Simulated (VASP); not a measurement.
# ZnSe (F-43m) in VASP: notebook

The runs below take ZnSe through single point, with r2SCAN, PBE.

All numbers are computed with VASP 6.6.1; they aren't measurements. Logs are shortened: lines on timing, memory, paths and dates and some standing lists are left out, and cuts for length are marked.

## (1) The cell of the first run

Symmetry: F-43m, No. 216, cubic system. The conventional cell has a = 5.665 Å, b = 5.665 Å, c = 5.665 Å, α = 90.00°, β = 90.00°, γ = 90.00°. Zn (site symmetry -43m) has 4 Se at 2.45 Å within 3.2 Å. Se (site symmetry -43m) has 4 Zn at 2.45 Å within 3.2 Å.

## (2) Single point, r2SCAN

Input file POSCAR:

```
ZnSe
1.0
    0.0000000000      2.8324246769      2.8324246769
    2.8324246769      0.0000000000      2.8324246769
    2.8324246769      2.8324246769      0.0000000000
Zn Se
1 1
Direct
    0.0000000000      0.0000000000      0.0000000000
    0.2500000000      0.2500000000      0.2500000000
```

Input file INCAR.step1:

```
SYSTEM = ZnSe
ALGO = Normal
EDIFF = 1E-4
ENCUT = 520
GGA = PE
ISMEAR = 0
LASPH = .True.
LCHARG = .False.
LREAL = .False.
LWAVE = .True.
NBANDS = 16
NELM = 100
PREC = Accurate
SIGMA = 0.01
```

Input file INCAR.step2:

```
SYSTEM = ZnSe
ALGO = Normal
EDIFF = 1E-6
ENCUT = 520
ISIF = 2
ISMEAR = 0
ISTART = 1
LASPH = .True.
LCHARG = .True.
LELF = .True.
LMIXTAU = .True.
LREAL = .False.
LVHAR = .True.
LWAVE = .False.
METAGGA = R2SCAN
NBANDS = 16
NELM = 100
PREC = Accurate
SIGMA = 0.01
```

Input file KPOINTS:

```
k-points
0
Gamma
  4 4 4
  0 0 0
```

Potentials or basis: VASP PAW PBE potentials, release 64 (Zn, Se).

Launch:

```console
$ cat potpaw_PBE.64/Zn/POTCAR potpaw_PBE.64/Se/POTCAR > POTCAR
$ cp INCAR.step1 INCAR
$ mpirun -np 1 vasp_std > vasp.out
$ cp INCAR.step2 INCAR
$ mpirun -np 1 vasp_std > vasp.out
```

OUTCAR:

```text
SYSTEM = ZnSe
   EDIFF = 1E-6
   ENCUT = 520
   ISIF = 2
   ISMEAR = 0
   ISTART = 1
   LASPH = .True.
   LREAL = .False.
   METAGGA = R2SCAN
   NELM = 100
   PREC = Accurate

 ion  position               nearest neighbor table
   1  0.000  0.000  0.000-   2 2.45   2 2.45   2 2.45   2 2.45
   2  0.250  0.250  0.250-   1 2.45   1 2.45   1 2.45   1 2.45

  LATTYP: Found a face centered cubic cell.
 ALAT       =     5.6648493538

  Lattice vectors:

 A1 = (   0.0000000000,   2.8324246769,   2.8324246769)
 A2 = (   2.8324246769,   0.0000000000,   2.8324246769)
 A3 = (   2.8324246769,   2.8324246769,   0.0000000000)

Analysis of symmetry for initial positions (statically):
=====================================================================
 Subroutine PRICEL returns:
 Original cell was already a primitive cell.

 Routine SETGRP: Setting up the symmetry group for a
 face centered cubic supercell.

 Subroutine GETGRP returns: Found 24 space group operations
 (whereof 24 operations were pure point group operations)
 out of a pool of 48 trial point group operations.

The static configuration has the point symmetry T_d .

Analysis of symmetry for dynamics (positions and initial velocities):
=====================================================================
 Subroutine PRICEL returns:
 Original cell was already a primitive cell.

 Routine SETGRP: Setting up the symmetry group for a
 face centered cubic supercell.

 Subroutine GETGRP returns: Found 24 space group operations
 (whereof 24 operations were pure point group operations)
 out of a pool of 48 trial point group operations.

The dynamic configuration has the point symmetry T_d .

 Subroutine INISYM returns: Found 24 space group operations
 (whereof 24 operations are pure point group operations),
 and found     1 'primitive' translations

----------------------------------------------------------------------------------------

                                     Primitive cell

  volume of cell :      45.4470

  direct lattice vectors                    reciprocal lattice vectors
     0.000000000  2.832424677  2.832424677    -0.176527201  0.176527201  0.176527201
     2.832424677  0.000000000  2.832424677     0.176527201 -0.176527201  0.176527201
     2.832424677  2.832424677  0.000000000     0.176527201  0.176527201 -0.176527201

  length of vectors
     4.005653392  4.005653392  4.005653392     0.305754081  0.305754081  0.305754081

  position of ions in fractional coordinates (direct lattice)
     0.000000000  0.000000000  0.000000000
     0.250000000  0.250000000  0.250000000

  ion indices of the primitive-cell ions
   primitive index   ion index
                 1           1
                 2           2

----------------------------------------------------------------------------------------

 KPOINTS: k-points

Automatic generation of k-mesh.
 Grid dimensions read from file:
 generate k-points for:    4    4    4

 Generating k-lattice:

  Cartesian coordinates                     Fractional coordinates (reciprocal lattice)
    -0.044131800  0.044131800  0.044131800     0.250000000  0.000000000  0.000000000
     0.044131800 -0.044131800  0.044131800     0.000000000  0.250000000  0.000000000
     0.044131800  0.044131800 -0.044131800     0.000000000  0.000000000  0.250000000

  Length of vectors
     0.076438520  0.076438520  0.076438520

  Shift w.r.t. Gamma in fractional coordinates (k-lattice)
     0.000000000  0.000000000  0.000000000

 Subroutine IBZKPT returns following result:
 ===========================================

 Found      8 irreducible k-points:

 Following reciprocal coordinates:
            Coordinates               Weight
  0.000000  0.000000  0.000000      1.000000
  0.250000  0.000000  0.000000      8.000000
  0.500000  0.000000  0.000000      4.000000
  0.250000  0.250000  0.000000      6.000000
  0.500000  0.250000  0.000000     24.000000
 -0.250000  0.250000  0.000000     12.000000
  0.500000  0.500000  0.000000      3.000000
 -0.250000  0.500000  0.250000      6.000000
   k-points           NKPTS =      8   k-points in BZ     NKDIM =      8   number of bands    NBANDS=     16
   number of dos      NEDOS =    301   number of ions     NIONS =      2
   total plane-waves  NPLWV =  27000
   dimension x,y,z NGX =    30 NGY =   30 NGZ =   30
   dimension x,y,z NGXF=    60 NGYF=   60 NGZF=   60
   ions per type =               1   1
   NGX,Y,Z   is equivalent  to a cutoff of  12.45, 12.45, 12.45 a.u.
   NGXF,Y,Z  is equivalent  to a cutoff of  24.90, 24.90, 24.90 a.u.
 SYSTEM =  ZnSe
   PREC   = accura    normal or accurate (medium, high low for compatibility)
   ISTART =      1    job   : 0-new  1-cont  2-samecut
   ICHARG =      0    charge: 1-file 2-atom 10-const
   ISPIN  =      1    spin polarized calculation?
   LNONCOLLINEAR =      F non collinear calculations
   LSORBIT =      F    spin-orbit coupling
   LASPH  =      T    aspherical Exc in radial PAW
   ENCUT  =  520.0 eV  38.22 Ry    6.18 a.u.   7.45  7.45  7.45*2*pi/ulx,y,z
   NELM   =    100;   NELMIN=  2; NELMDL=  0     # of ELM steps
   EDIFF  = 0.1E-05   stopping-criterion for ELM
   LREAL  =      F    real-space projection
   EDIFFG = 0.1E-04   stopping-criterion for IOM
   NSW    =      0    number of steps for IOM
   IBRION =     -1    ionic relax: 0-MD 1-quasi-New 2-CG
   NFREE  =      0    steps in history (QN), initial steepest desc. (CG)
   ISIF   =      2    stress and relaxation
   ISYM   =      2    0-nonsym 1-usesym 2-fastsym
   POTIM  = 0.5000    time-step for ionic-motion
   TEBEG  =    0.0;   TEEND  =   0.0 temperature during run
   PSTRESS=    0.0 pullay stress
   NELECT =      18.0000    total number of electrons
   NUPDOWN=      -1.0000    fix difference up-down
   EMIN   =  10.00;   EMAX   =-10.00  energy-range for DOS
   EFERMI =   0.00;   METHOD = LEGACY
   ISMEAR =     0;   SIGMA  =   0.01  broadening in eV -4-tet -1-fermi 0-gaus
   EFERMI_NEDOS =   21; number of points for ismear=-14 and -15
   IALGO  =     38    algorithm
   IMIX   =      4    mixing-type and parameters
     AMIX     =   0.40;   BMIX     =  1.00
     AMIX_MAG =   1.60;   BMIX_MAG =  1.00
  volume/ion in A,a.u.               =      22.72       153.35
  Fermi-wavevector in a.u.,A,eV,Ry     =   1.202257  2.271936 19.666157  1.445422
  Thomas-Fermi vector in A             =   2.338043
   LORBIT       =      0    0 simple, 1 ext, 2 COOP (PROOUT), +10 PAW based schemes
   METAGGA = R2SCAN    functional components
   LHFCALC =     F    Hartree Fock is set to
   AEXX    =    0.0000 exact exchange contribution
   IVDW    =     0    specifies the selected vdW correction
   LEPSILON=     F    determine dielectric tensor
   LRPA    =     F    only Hartree local field effects (RPA)
 non-spin polarized calculation
 Gauss-broadening in eV      SIGMA  =   0.01
  energy-cutoff  :      520.00
  volume of cell :       45.45
 maximum number of plane-waves:      1243
 NGX is ok and might be reduce to    30
   NGX = 15   NGY = 15   NGZ = 15

 number of electron      18.0000011 magnetization

 Free energy of the ion-electron system (eV)
  ---------------------------------------------------
  ext. energy  EPLUGINS =         0.00000000
  ---------------------------------------------------
  free energy    TOTEN  =       -24.85150125 eV

  energy without entropy =      -24.85150125  energy(sigma->0) =      -24.85150125

 E-fermi :   1.4242     XC(G=0):  -9.9171

 val. band max:        1.3362115922   @ k =   0.0000   0.0000   0.0000
 cond. band min:       3.1995079085   @ k =   0.0000   0.0000   0.0000
 fundamental gap:      1.8632963164
 Fermi energy:         1.4242426753

 k-point     1 :       0.0000    0.0000    0.0000
  band No.  band energies     occupation
      1     -12.3814      2.00000
      2      -5.3876      2.00000
      3      -5.3876      2.00000
      4      -5.3876      2.00000
      5      -4.9811      2.00000
      6      -4.9811      2.00000
[... 8 lines left out ...]
     15      13.3527      0.00000
     16      13.3527      0.00000

 k-point     2 :       0.2500    0.0000    0.0000
  band No.  band energies     occupation
      1     -12.0050      2.00000
      2      -5.3335      2.00000
      3      -5.3335      2.00000
      4      -5.3155      2.00000
      5      -4.9811      2.00000
      6      -4.9811      2.00000
[... 8 lines left out ...]
     15      12.3265      0.00000
     16      12.6387      0.00000

 k-point     3 :       0.5000    0.0000    0.0000
  band No.  band energies     occupation
      1     -11.5612      2.00000
      2      -5.2922      2.00000
      3      -5.2922      2.00000
      4      -4.9637      2.00000
      5      -4.9636      2.00000
      6      -4.8245      2.00000
[... 8 lines left out ...]
     15      15.1432      0.00000
     16      15.1432      0.00000

 k-point     4 :       0.2500    0.2500    0.0000
  band No.  band energies     occupation
      1     -11.8784      2.00000
      2      -5.3879      2.00000
      3      -5.2708      2.00000
      4      -5.2708      2.00000
      5      -5.0071      2.00000
      6      -4.9560      2.00000
[... 8 lines left out ...]
     15      14.2581      0.00000
     16      15.8705      0.00000

 k-point     5 :       0.5000    0.2500    0.0000
  band No.  band energies     occupation
      1     -11.4307      2.00000
      2      -5.2894      2.00000
      3      -5.2074      2.00000
      4      -5.0913      2.00000
      5      -4.9537      2.00000
      6      -4.8417      2.00000
[... 8 lines left out ...]
     15      15.2999      0.00000
     16      16.2162      0.00000

 k-point     6 :      -0.2500    0.2500    0.0000
  band No.  band energies     occupation
      1     -11.5810      2.00000
      2      -5.2778      2.00000
      3      -5.2635      2.00000
      4      -5.1063      2.00000
      5      -4.9932      2.00000
      6      -4.9349      2.00000
[... 8 lines left out ...]
     15      14.0914      0.00000
     16      16.1896      0.00000

 k-point     7 :       0.5000    0.5000    0.0000
  band No.  band energies     occupation
      1     -11.2818      2.00000
      2      -5.3283      2.00000
      3      -5.1206      2.00000
      4      -5.1206      2.00000
      5      -4.9310      2.00000
      6      -4.8002      2.00000
[... 8 lines left out ...]
     15      15.9208      0.00000
     16      16.4454      0.00000

 k-point     8 :      -0.2500    0.5000    0.2500
  band No.  band energies     occupation
      1     -11.2767      2.00000
      2      -5.2547      2.00000
      3      -5.1652      2.00000
      4      -5.0178      2.00000
      5      -5.0143      2.00000
      6      -4.6790      2.00000
[... 8 lines left out ...]
     15      15.7952      0.00000
     16      16.2537      0.00000

------------------------ aborting loop because EDIFF is reached ----------------------------------------

  FORCE on cell =-STRESS in cart. coord.  units (eV):
  Direction    XX          YY          ZZ          XY          YZ          ZX
  --------------------------------------------------------------------------------------
  -------------------------------------------------------------------------------------
  Total        0.1246759      0.1246759      0.1246759      0.0000000      0.0000000     -0.0000000
  in kB        4.3952937      4.3952937      4.3952937      0.0000000      0.0000000     -0.0000000
  external PRESSURE =       4.3952937 kB  Pullay stress =       0.0000000 kB

 VOLUME and BASIS-vectors are now :
 -----------------------------------------------------------------------------
  energy-cutoff  :      520.00
  volume of cell :       45.45
      direct lattice vectors                 reciprocal lattice vectors
     0.000000000  2.832424677  2.832424677    -0.176527201  0.176527201  0.176527201
     2.832424677  0.000000000  2.832424677     0.176527201 -0.176527201  0.176527201
     2.832424677  2.832424677  0.000000000     0.176527201  0.176527201 -0.176527201

 POSITION                                       TOTAL-FORCE (eV/Angst)
 -----------------------------------------------------------------------------------
      0.00000      0.00000      0.00000         0.000000      0.000000      0.000000
      1.41621      1.41621      1.41621        -0.000000     -0.000000     -0.000000
 -----------------------------------------------------------------------------------
    total drift:                                0.000022      0.000022      0.000022

  FREE ENERGIE OF THE ION-ELECTRON SYSTEM (eV)
  ---------------------------------------------------
  free  energy   TOTEN  =       -24.8515012501 eV

  energy  without entropy=      -24.8515012501  energy(sigma->0) =      -24.85150125
```

Wall time 59 s (1 thread of Intel Xeon Platinum 8259CL at 2.50GHz (Skylake/Cascade Lake), shared host); peak memory 0.17 GiB.

Results:

* Free energy: -24.8515 eV
* Pressure: 0.4 GPa
* Band gap on the k mesh: 1.86 eV

Caveat: the k points lie up to 0.48 Å⁻¹ apart; the PAW data sets were made with another functional, which shifts forces and pressure a little. r2SCAN opens gaps a little over a GGA but as a rule still falls short of measured ones.

## (3) Single point, PBE

Input file INCAR:

```
SYSTEM = ZnSe
  ALGO = Normal
  EDIFF = 1E-7
  ENCUT = 520
  GGA = PE
  ISIF = 2
  ISMEAR = 0
  LASPH = .True.
  LCHARG = .True.
  LELF = .True.
  LREAL = .False.
  LVHAR = .True.
  LWAVE = .False.
  NBANDS = 16
  NELM = 100
  PREC = Accurate
  SIGMA = 0.01
```

Input file KPOINTS:

```
k-points
0
Gamma
  6 6 6
  0 0 0
```

POSCAR is that of step 2.

Potentials or basis: VASP PAW PBE potentials, release 64 (Zn, Se).

Launch:

```console
$ cat potpaw_PBE.64/Zn/POTCAR potpaw_PBE.64/Se/POTCAR > POTCAR
$ mpirun -np 1 vasp_std > vasp.out
```

Wall time 20 s (1 thread of Intel Xeon Platinum 8259CL at 2.50GHz (Skylake/Cascade Lake), shared host); peak memory 0.16 GiB.

Results (log left out):

| Quantity | Value |
| --- | --- |
| Free energy | -6.0139 eV |
| Pressure | 2.5 GPa |
| Band gap on the k mesh | 1.29 eV |

Levels at points of the mesh, in eV from the valence-band top:
```csv
k point,band 6,band 7,band 8,band 9,band 10,band 11,band 12,band 13
"(0.00, 0.00, 0.00)",-6.18,0.00,0.00,0.00,1.29,5.80,5.80,5.80
"(0.50, 0.00, 0.00)",-6.02,-5.24,-0.87,-0.87,2.54,6.38,6.38,8.58
"(0.50, 0.50, 0.00)",-6.00,-4.76,-2.19,-2.19,2.98,3.46,10.75,11.26
```

As with any semilocal functional, this PBE gap is likely too small.
